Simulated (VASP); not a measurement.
The system is Na.

```
Na
1.0
     3.68877    0.00000    0.00000
    -1.84439    3.19457    0.00000
     0.00000    0.00000    6.26919
Na
2
Direct
  0.33333 0.66667 0.25000
  0.66667 0.33333 0.75000
```

* Program: VASP 6.6.1
* Task: relaxation of cell and atoms
* Functional: r2SCAN
* Potentials or basis: VASP PAW PBE potentials, release 64 (Na_pv)
* Cutoff: 600 eV
* k mesh: 15 × 15 × 8
* Occupations: gaussian, width 0.1 eV
* Spin: no spin polarisation

At the start: pressure 0.2 GPa; volume 36.94 Å³/atom.

Task: Where does the relaxation end?

Result: Over 7 steps the energy falls by 2.1 meV/atom and the volume is 37.57 Å³/atom (+1.7 %); space group P6_3/mmc (No. 194, to 0.05 Å).

Step by step:
```
step  energy change (eV)  largest force (eV/Å)  pressure (GPa)  volume (Å³)
   1              0.0000                0.0000            0.17        73.88
   2             -0.0014                0.0000            0.12        74.29
   3             -0.0038                0.0000            0.01        75.54
   4             -0.0038                0.0000           -0.07        76.01
   5             -0.0038                0.0000           -0.06        75.93
   6             -0.0040                0.0000           -0.04        75.70
   7             -0.0042                0.0000            0.02        75.13
```

Final structure:
```xyz
2
Lattice="3.7591 0.0000 0.0000 -1.8795 3.2555 0.0000 0.0000 0.0000 6.1396" Properties=species:S:1:pos:R:3 pbc="T T T"
Na    0.0000    2.1703    1.5349
Na    1.8795    1.0852    4.6047
```

Caveat: the PAW data sets were made with another functional, which shifts forces and pressure a little.
